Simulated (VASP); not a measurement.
Wanted: the native input for a VASP 6.6.1 run.

- Task: single point
- Functional: r2SCAN
- Potentials or basis: VASP PAW PBE potentials, release 64 (Cs_sv, Br)
- Cutoff: 550 eV
- k mesh: 6 × 6 × 6
- Occupations: gaussian, width 0.01 eV
- Spin: no spin polarisation
- Dipole correction: no
- Further INCAR settings: ALGO = Normal; EDIFF = 1e-06; NBANDS = 15

Crystal: CsBr.

```
Cs Br
1.0
     4.27575    0.00000    0.00000
     0.00000    4.27575    0.00000
     0.00000    0.00000    4.27575
Cs Br
1 1
Cartesian
  0.0000 0.0000 0.0000
  2.1379 2.1379 2.1379
```

This cell differs from its parent crystal: volume changed by -3%.

These files were run (other wordings do the same):

POSCAR

```
CsBr
1.0
    4.2757450006      0.0000000000      0.0000000000
    0.0000000000      4.2757450006      0.0000000000
    0.0000000000      0.0000000000      4.2757450006
Cs Br
1 1
Direct
    0.0000000000      0.0000000000      0.0000000000
    0.5000000000      0.5000000000      0.5000000000
```

INCAR.step1

```
PREC = Accurate ; ENCUT = 550
ISMEAR = 0 ; SIGMA = 0.01
LREAL = False ; LASPH = True
NELM = 120 ; NBANDS = 15
GGA = PE ; ALGO = Normal
EDIFF = 1E-5 ; LWAVE = True
LCHARG = False ; GGA_COMPAT = False
```

INCAR.step2

```
PREC = Accurate ; ENCUT = 550
EDIFF = 1E-6 ; ISMEAR = 0
SIGMA = 0.01 ; LREAL = False
LASPH = True ; NELM = 120
ALGO = Normal ; ISIF = 2
LWAVE = False ; LCHARG = True
METAGGA = R2SCAN ; LMIXTAU = True
LELF = True ; LVHAR = True
NBANDS = 15 ; ISTART = 1
GGA_COMPAT = False
```

KPOINTS

```
Automatic mesh
0
Gamma
  6 6 6
```

Potentials or basis: VASP PAW PBE potentials, release 64 (Cs_sv, Br).

Launch:

```console
$ cat potpaw_PBE.64/Cs_sv/POTCAR potpaw_PBE.64/Br/POTCAR > POTCAR
$ cp INCAR.step1 INCAR
$ mpirun -np 1 vasp_std > vasp.out
$ cp INCAR.step2 INCAR
$ mpirun -np 1 vasp_std > vasp.out
```

Results of the run:

```yaml
Pressure: 0.6 GPa
Band_gap_on_the_k_mesh: 5.32 eV, direct
```

Caveat: the PAW data sets were made with another functional, which shifts forces and pressure a little; spin-orbit coupling is left out, which moves the levels of the heavy elements.

Run time: 43 s on 1 thread of Intel(R) Xeon(R) 6975P-C (Granite Rapids), on a shared host, peak memory 0.22 GiB.
